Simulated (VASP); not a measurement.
# TiH5 (I4/mmm) in VASP: a series of runs

The runs below take TiH5 through single point, relaxation of cell and atoms, with PBE.

All numbers are computed with VASP 6.6.1; they aren't measurements. Logs are shortened: lines on timing, memory, paths and dates and some standing lists are left out, and cuts for length are marked.

**1. The cell of the first run**

The structure is tetragonal, space group I4/mmm (No. 139). The conventional cell has a = 3.736 Å, b = 3.736 Å, c = 4.619 Å, α = 90.00°, β = 90.00°, γ = 90.00°. Within 2.5 Å of Ti (site symmetry 4/mmm) lie 14 H at 1.87 to 2.31 Å. Within 1.6 Å of H (site symmetry -4m2) lie 2 H at 1.15 Å. H (site symmetry mmm) has 2 H at 1.15 Å within 1.6 Å. H (site symmetry 4/mmm) has 12 H at 1.87 to 2.20 Å and 2 Ti at 2.31 Å within 2.5 Å.

The cell was generated, and may not be a known phase.

**2. Single point, PBE**

INCAR reads:

```
SYSTEM = TiH5
ALGO = Normal
EDIFF = 1E-7
ENCUT = 520
GGA = PE
ISIF = 2
ISMEAR = 0
LASPH = .TRUE.
LCHARG = .FALSE.
LREAL = .FALSE.
LWAVE = .FALSE.
NBANDS = 18
NELM = 60
PREC = Accurate
SIGMA = 0.1
```

KPOINTS reads:

```
k-points
0
G
  14 14 14
  0 0 0
```

POSCAR reads:

```
TiH5
1.0
   -1.8678147400      1.8678147400      2.3096647722
    1.8678147400     -1.8678147400      2.3096647722
    1.8678147400      1.8678147400     -2.3096647722
Ti H
1 5
Direct
    0.5000000000      0.5000000000      0.0000000000
    0.7500000000      0.2500000000      0.5000000000
    0.2500000000      0.7500000000      0.5000000000
    0.5000000000      0.0000000000      0.5000000000
    0.0000000000      0.5000000000      0.5000000000
    0.0000000000      0.0000000000      0.0000000000
```

Potentials or basis: VASP PAW PBE potentials, release 64 (Ti_sv, H).

Launch:

```console
cat potpaw_PBE.64/Ti_sv/POTCAR potpaw_PBE.64/H/POTCAR > POTCAR
mpirun -np 1 vasp_std > vasp.out
```

OUTCAR:

```text
SYSTEM = TiH5
   EDIFF = 1E-7
   ENCUT = 520
   GGA = PE
   ISIF = 2
   ISMEAR = 0
   LASPH = .TRUE.
   LREAL = .FALSE.
   NELM = 60
   PREC = Accurate

 ion  position               nearest neighbor table
   1  0.500  0.500  0.000-   4 1.87   5 1.87   4 1.87   5 1.87
   2  0.750  0.250  0.500-
   3  0.250  0.750  0.500-
   4  0.500  0.000  0.500-   1 1.87   1 1.87
   5  0.000  0.500  0.500-   1 1.87   1 1.87
   6  0.000  0.000  0.000-

  LATTYP: Found a body centered tetragonal cell.
 ALAT       =     3.7356294800
 C/A-ratio  =     1.2365598808

  Lattice vectors:

 A1 = (  -1.8678147400,   1.8678147400,   2.3096647722)
 A2 = (   1.8678147400,  -1.8678147400,   2.3096647722)
 A3 = (   1.8678147400,   1.8678147400,  -2.3096647722)

Analysis of symmetry for initial positions (statically):
=====================================================================
 Subroutine PRICEL returns:
 Original cell was already a primitive cell.

 Routine SETGRP: Setting up the symmetry group for a
 body centered tetragonal supercell.

 Subroutine GETGRP returns: Found 16 space group operations
 (whereof 16 operations were pure point group operations)
 out of a pool of 16 trial point group operations.

The static configuration has the point symmetry D_4h.

Analysis of symmetry for dynamics (positions and initial velocities):
=====================================================================
 Subroutine PRICEL returns:
 Original cell was already a primitive cell.

 Routine SETGRP: Setting up the symmetry group for a
 body centered tetragonal supercell.

 Subroutine GETGRP returns: Found 16 space group operations
 (whereof 16 operations were pure point group operations)
 out of a pool of 16 trial point group operations.

The dynamic configuration has the point symmetry D_4h.

 Subroutine INISYM returns: Found 16 space group operations
 (whereof 16 operations are pure point group operations),
 and found     1 'primitive' translations

----------------------------------------------------------------------------------------

                                     Primitive cell

  volume of cell :      32.2312

  direct lattice vectors                    reciprocal lattice vectors
    -1.867814740  1.867814740  2.309664772     0.000000000  0.267692501  0.216481632
     1.867814740 -1.867814740  2.309664772     0.267692501  0.000000000  0.216481632
     1.867814740  1.867814740 -2.309664772     0.267692501  0.267692501  0.000000000

  length of vectors
     3.508848125  3.508848125  3.508848125     0.344272526  0.344272526  0.378574366

  position of ions in fractional coordinates (direct lattice)
     0.500000000  0.500000000  0.000000000
     0.750000000  0.250000000  0.500000000
     0.250000000  0.750000000  0.500000000
     0.500000000  0.000000000  0.500000000
     0.000000000  0.500000000  0.500000000
     0.000000000  0.000000000  0.000000000

  ion indices of the primitive-cell ions
   primitive index   ion index
                 1           1
                 2           2
                 3           3
                 4           4
                 5           5
                 6           6

----------------------------------------------------------------------------------------

 KPOINTS: k-points

Automatic generation of k-mesh.
 Grid dimensions read from file:
 generate k-points for:   14   14   14

 Generating k-lattice:

  Cartesian coordinates                     Fractional coordinates (reciprocal lattice)
     0.000000000  0.019120893  0.015462974     0.071428571  0.000000000 -0.000000000
     0.019120893  0.000000000  0.015462974     0.000000000  0.071428571 -0.000000000
     0.019120893  0.019120893  0.000000000     0.000000000  0.000000000  0.071428571

  Length of vectors
     0.024590895  0.024590895  0.027041026

  Shift w.r.t. Gamma in fractional coordinates (k-lattice)
     0.000000000  0.000000000  0.000000000

 Subroutine IBZKPT returns following result:
 ===========================================

 Found    244 irreducible k-points:

 Following reciprocal coordinates:
            Coordinates               Weight
  0.000000  0.000000  0.000000      1.000000
  0.071429  0.000000  0.000000      8.000000
  0.142857 -0.000000  0.000000      8.000000
  0.214286 -0.000000  0.000000      8.000000
  0.285714 -0.000000  0.000000      8.000000
  0.357143 -0.000000  0.000000      8.000000
[... 16 lines left out ...]
  0.214286  0.142857  0.000000     16.000000
  0.285714  0.142857  0.000000     16.000000
 [... further k-points ...]
   k-points           NKPTS =    244   k-points in BZ     NKDIM =    244   number of bands    NBANDS=     18
   number of dos      NEDOS =    301   number of ions     NIONS =      6
   total plane-waves  NPLWV =  21952
   dimension x,y,z NGX =    28 NGY =   28 NGZ =   28
   dimension x,y,z NGXF=    56 NGYF=   56 NGZF=   56
   ions per type =               1   5
   NGX,Y,Z   is equivalent  to a cutoff of  13.27, 13.27, 13.27 a.u.
   NGXF,Y,Z  is equivalent  to a cutoff of  26.53, 26.53, 26.53 a.u.
 SYSTEM =  TiH5
   PREC   = accura    normal or accurate (medium, high low for compatibility)
   ISTART =      0    job   : 0-new  1-cont  2-samecut
   ICHARG =      2    charge: 1-file 2-atom 10-const
   ISPIN  =      1    spin polarized calculation?
   LNONCOLLINEAR =      F non collinear calculations
   LSORBIT =      F    spin-orbit coupling
   LASPH  =      T    aspherical Exc in radial PAW
   ENCUT  =  520.0 eV  38.22 Ry    6.18 a.u.   6.52  6.52  6.52*2*pi/ulx,y,z
   NELM   =     60;   NELMIN=  2; NELMDL= -5     # of ELM steps
   EDIFF  = 0.1E-06   stopping-criterion for ELM
   LREAL  =      F    real-space projection
   EDIFFG = 0.1E-05   stopping-criterion for IOM
   NSW    =      0    number of steps for IOM
   IBRION =     -1    ionic relax: 0-MD 1-quasi-New 2-CG
   NFREE  =      0    steps in history (QN), initial steepest desc. (CG)
   ISIF   =      2    stress and relaxation
   ISYM   =      2    0-nonsym 1-usesym 2-fastsym
   POTIM  = 0.5000    time-step for ionic-motion
   TEBEG  =    0.0;   TEEND  =   0.0 temperature during run
   PSTRESS=    0.0 pullay stress
   NELECT =      17.0000    total number of electrons
   NUPDOWN=      -1.0000    fix difference up-down
   EMIN   =  10.00;   EMAX   =-10.00  energy-range for DOS
   EFERMI =   0.00;   METHOD = LEGACY
   ISMEAR =     0;   SIGMA  =   0.10  broadening in eV -4-tet -1-fermi 0-gaus
   EFERMI_NEDOS =   21; number of points for ismear=-14 and -15
   IALGO  =     38    algorithm
   IMIX   =      4    mixing-type and parameters
     AMIX     =   0.40;   BMIX     =  1.00
     AMIX_MAG =   1.60;   BMIX_MAG =  1.00
  volume/ion in A,a.u.               =       5.37        36.25
  Fermi-wavevector in a.u.,A,eV,Ry     =   1.322713  2.499565 23.804341  1.749570
  Thomas-Fermi vector in A             =   2.452374
   LORBIT       =      0    0 simple, 1 ext, 2 COOP (PROOUT), +10 PAW based schemes
   GGA     = PE    functional components
   LHFCALC =     F    Hartree Fock is set to
   AEXX    =    0.0000 exact exchange contribution
   IVDW    =     0    specifies the selected vdW correction
   LEPSILON=     F    determine dielectric tensor
   LRPA    =     F    only Hartree local field effects (RPA)
 non-spin polarized calculation
 Gauss-broadening in eV      SIGMA  =   0.10
  energy-cutoff  :      520.00
  volume of cell :       32.23
 maximum number of plane-waves:       884
 NGX is ok and might be reduce to    28
   NGX = 13   NGY = 13   NGZ = 13

 number of electron      17.0000003 magnetization

 Free energy of the ion-electron system (eV)
  ---------------------------------------------------
  ext. energy  EPLUGINS =         0.00000000
  ---------------------------------------------------
  free energy    TOTEN  =       -21.79270522 eV

  energy without entropy =      -21.78401138  energy(sigma->0) =      -21.78835830

 E-fermi :   6.3478     XC(G=0): -11.0700

 val. band max:        6.3438508158   @ k =   0.2857   0.2857   0.0714
 cond. band min:       6.3564806215   @ k =   0.3571   0.0714   0.0714
 fundamental gap:      0.0126298058
 Fermi energy:         6.3477994710

 k-point     1 :       0.0000    0.0000    0.0000
  band No.  band energies     occupation
      1     -51.2808      2.00000
      2     -27.6172      2.00000
      3     -27.6172      2.00000
      4     -27.3581      2.00000
      5      -7.0361      2.00000
      6       1.1722      2.00000
[... 10 lines left out ...]
     17      18.8903      0.00000
     18      19.1360      0.00000

 k-point     2 :       0.0714    0.0000    0.0000
  band No.  band energies     occupation
      1     -51.2803      2.00000
      2     -27.6216      2.00000
      3     -27.6183      2.00000
      4     -27.3605      2.00000
      5      -6.9493      2.00000
      6       0.9408      2.00000
[... 10 lines left out ...]
     17      18.2441      0.00000
     18      18.5664      0.00000

 k-point     3 :       0.1429   -0.0000    0.0000
  band No.  band energies     occupation
      1     -51.2788      2.00000
      2     -27.6342      2.00000
      3     -27.6213      2.00000
      4     -27.3668      2.00000
      5      -6.6934      2.00000
      6       0.3672      2.00000
[... 10 lines left out ...]
     17      17.4945      0.00000
     18      17.7138      0.00000

 k-point     4 :       0.2143   -0.0000    0.0000
  band No.  band energies     occupation
      1     -51.2765      2.00000
      2     -27.6528      2.00000
      3     -27.6258      2.00000
      4     -27.3752      2.00000
      5      -6.2813      2.00000
      6      -0.3616      2.00000
[... 10 lines left out ...]
     17      16.9426      0.00000
     18      17.7995      0.00000

 k-point     5 :       0.2857   -0.0000    0.0000
  band No.  band energies     occupation
      1     -51.2741      2.00000
      2     -27.6742      2.00000
      3     -27.6307      2.00000
      4     -27.3837      2.00000
      5      -5.7346      2.00000
      6      -1.1416      2.00000
[... 10 lines left out ...]
     17      16.5384      0.00000
     18      18.8093      0.00000

 k-point     6 :       0.3571   -0.0000    0.0000
  band No.  band energies     occupation
      1     -51.2718      2.00000
      2     -27.6939      2.00000
      3     -27.6351      2.00000
      4     -27.3907      2.00000
      5      -5.0826      2.00000
      6      -1.9330      2.00000
[... 10 lines left out ...]
     17      16.4652      0.00000
     18      19.0820      0.00000

 k-point     7 :       0.4286   -0.0000    0.0000
  band No.  band energies     occupation
      1     -51.2703      2.00000
      2     -27.7077      2.00000
      3     -27.6382      2.00000
      4     -27.3952      2.00000
      5      -4.3663      2.00000
      6      -2.7163      2.00000
[... 10 lines left out ...]
     17      16.4784      0.00000
     18      18.9831      0.00000

 k-point     8 :       0.5000   -0.0000    0.0000
  band No.  band energies     occupation
      1     -51.2697      2.00000
      2     -27.7127      2.00000
      3     -27.6393      2.00000
      4     -27.3968      2.00000
      5      -3.7945      2.00000
      6      -3.3067      2.00000
[... 10 lines left out ...]
     17      16.4884      0.00000
     18      18.9161      0.00000
[... 229 lines left out ...]
     17      17.5665      0.00000
     18      17.7041      0.00000

 k-point    20 :      -0.1429    0.0714   -0.0000
  band No.  band energies     occupation
      1     -51.2790      2.00000
      2     -27.6345      2.00000
      3     -27.6216      2.00000
      4     -27.3640      2.00000
      5      -6.7513      2.00000
      6       0.9681      2.00000
[... 10 lines left out ...]
     17      17.0789      0.00000
     18      18.6994      0.00000

 k-point    21 :      -0.0714    0.0714    0.0000
  band No.  band energies     occupation
      1     -51.2802      2.00000
      2     -27.6237      2.00000
      3     -27.6191      2.00000
      4     -27.3600      2.00000
      5      -6.9354      2.00000
      6       1.2154      2.00000
[... 10 lines left out ...]
     17      17.5214      0.00000
     18      19.5229      0.00000

 k-point    22 :       0.1429    0.1429    0.0000
  band No.  band energies     occupation
      1     -51.2757      2.00000
      2     -27.6482      2.00000
      3     -27.6352      2.00000
      4     -27.3808      2.00000
      5      -6.0763      2.00000
      6      -0.9313      2.00000
[... 10 lines left out ...]
     17      17.2881      0.00000
     18      19.2498      0.00000

 k-point    23 :       0.2143    0.1429    0.0000
  band No.  band energies     occupation
      1     -51.2735      2.00000
      2     -27.6635      2.00000
      3     -27.6432      2.00000
      4     -27.3887      2.00000
      5      -5.5415      2.00000
      6      -1.5716      2.00000
[... 10 lines left out ...]
     17      17.7695      0.00000
     18      19.1972      0.00000

 k-point    24 :       0.2857    0.1429    0.0000
  band No.  band energies     occupation
      1     -51.2713      2.00000
      2     -27.6818      2.00000
      3     -27.6487      2.00000
      4     -27.3951      2.00000
      5      -4.8853      2.00000
      6      -2.2019      2.00000
[... 10 lines left out ...]
     17      18.0495      0.00000
     18      18.9889      0.00000

 [... further k-points ...]

------------------------ aborting loop because EDIFF is reached ----------------------------------------

  FORCE on cell =-STRESS in cart. coord.  units (eV):
  Direction    XX          YY          ZZ          XY          YZ          ZX
  --------------------------------------------------------------------------------------
  -------------------------------------------------------------------------------------
  Total       -0.0240310     -0.0240310     -0.0709632      0.0000000      0.0000000      0.0000000
  in kB       -1.1945529     -1.1945529     -3.5275024      0.0000000      0.0000000      0.0000000
  external PRESSURE =      -1.9722027 kB  Pullay stress =       0.0000000 kB

 VOLUME and BASIS-vectors are now :
 -----------------------------------------------------------------------------
  energy-cutoff  :      520.00
  volume of cell :       32.23
      direct lattice vectors                 reciprocal lattice vectors
    -1.867814740  1.867814740  2.309664772     0.000000000  0.267692501  0.216481632
     1.867814740 -1.867814740  2.309664772     0.267692501  0.000000000  0.216481632
     1.867814740  1.867814740 -2.309664772     0.267692501  0.267692501  0.000000000

 POSITION                                       TOTAL-FORCE (eV/Angst)
 -----------------------------------------------------------------------------------
      0.00000      0.00000      2.30966         0.000000      0.000000      0.000000
      0.00000      1.86781      1.15483        -0.000000      0.000000     -0.000000
      1.86781      0.00000      1.15483        -0.000000     -0.000000      0.000000
      0.00000      1.86781      0.00000         0.000000      0.000000      0.000000
      1.86781      0.00000      0.00000         0.000000      0.000000      0.000000
      0.00000      0.00000      0.00000         0.000000      0.000000      0.000000
 -----------------------------------------------------------------------------------
    total drift:                                0.000000     -0.000000      0.000000

  FREE ENERGIE OF THE ION-ELECTRON SYSTEM (eV)
  ---------------------------------------------------
  free  energy   TOTEN  =       -21.7927052176 eV

  energy  without entropy=      -21.7840113784  energy(sigma->0) =      -21.78835830
```

Wall time 2.8 min (1 thread of Intel Xeon Platinum 8375C at 2.90GHz (Ice Lake), shared host); peak memory 0.25 GiB.

Results:

- Free energy: -21.7927 eV
- Pressure: -0.2 GPa
- Band gap on the k mesh: zero (an odd number of electrons rules out a gap without spin polarisation)

Caveat: an odd number of electrons without spin polarisation forces a metal; a magnetic or distorted state may lie lower.

**3. Relaxation of cell and atoms, PBE**

This run uses another cell than the first one, of 5.36 Å³/atom.

INCAR reads:

```
  PREC = Accurate
  ENCUT = 600
  EDIFF = 1E-6
  ISMEAR = 0
  SIGMA = 0.1
  LREAL = False
  LASPH = True
  NELM = 80
  ALGO = Normal
  ISIF = 3
  LWAVE = False
  LCHARG = False
  GGA = PE
  IBRION = 2
  NSW = 100
  EDIFFG = -0.01
```

KPOINTS reads:

```
Automatic mesh
0
Gamma
  14 14 14
```

POSCAR: that of step 2 with these lines changed.

```diff
@@ -2,5 +2,5 @@
 1.0
-   -1.8678147400      1.8678147400      2.3096647722
-    1.8678147400     -1.8678147400      2.3096647722
-    1.8678147400      1.8678147400     -2.3096647722
+   -1.8573317124      1.8573317124      2.3284762977
+    1.8573317124     -1.8573317124      2.3284762977
+    1.8573317124      1.8573317124     -2.3284762977
 Ti H
```

Potentials or basis: VASP PAW PBE potentials, release 64 (Ti_sv, H).

Launch:

```console
cat potpaw_PBE.64/Ti_sv/POTCAR potpaw_PBE.64/H/POTCAR > POTCAR
mpirun -np 1 vasp_std > vasp.out
```

Run time: 4.4 min. Hardware: 1 thread of Intel Xeon Platinum 8375C at 2.90GHz (Ice Lake), shared host; peak memory 0.26 GiB.

The run converged. Its results:

- Free energy: -21.7954 eV
- Relaxed volume: 5.37 Å³/atom
- Relaxed cell: a = 3.508 Å, b = 3.508 Å, c = 3.508 Å, α = 115.63°, β = 115.63°, γ = 97.74°
- Space group after relaxing (to 0.1 Å): I4/mmm (No. 139)
- Energy gained by relaxing: 0.4 meV/atom
- Ionic steps: 3
- Pressure after relaxing: 0.1 GPa
- Band gap on the k mesh: zero (an odd number of electrons rules out a gap without spin polarisation)

The path:
| step | energy change (eV) | largest force (eV/Å) | pressure (GPa) | volume (Å³) |
| --- | --- | --- | --- | --- |
| 1 | 0.0000 | 0.0000 | 0.13 | 32.13 |
| 2 | -0.0010 | 0.0000 | 0.14 | 32.15 |
| 3 | -0.0024 | 0.0000 | 0.10 | 32.21 |

Final structure:
```
CELL_PARAMETERS angstrom
-1.86825 1.86825 2.30710
1.86825 -1.86825 2.30710
1.86825 1.86825 -2.30710
ATOMIC_POSITIONS crystal
Ti 0.50000 0.50000 0.00000
H 0.75000 0.25000 0.50000
H 0.25000 0.75000 0.50000
H 0.50000 0.00000 0.50000
H 0.00000 0.50000 0.50000
H 0.00000 0.00000 0.00000
```

Levels at points of the mesh, in eV from the Fermi level:
```csv
k point,band 7,band 8,band 9,band 10,band 11,band 12
"(0.00, 0.00, 0.00)",-2.43,-1.26,-0.61,-0.61,0.14,2.69
"(0.50, 0.00, 0.00)",-1.79,-1.44,-1.07,0.55,1.22,1.97
"(0.50, 0.50, 0.00)",-5.70,-3.81,0.36,0.74,1.41,2.24
"(0.50, 0.50, 0.50)",-5.87,0.25,1.04,1.27,1.27,2.41
```

Caveat: an odd number of electrons without spin polarisation forces a metal; a magnetic or distorted state may lie lower.
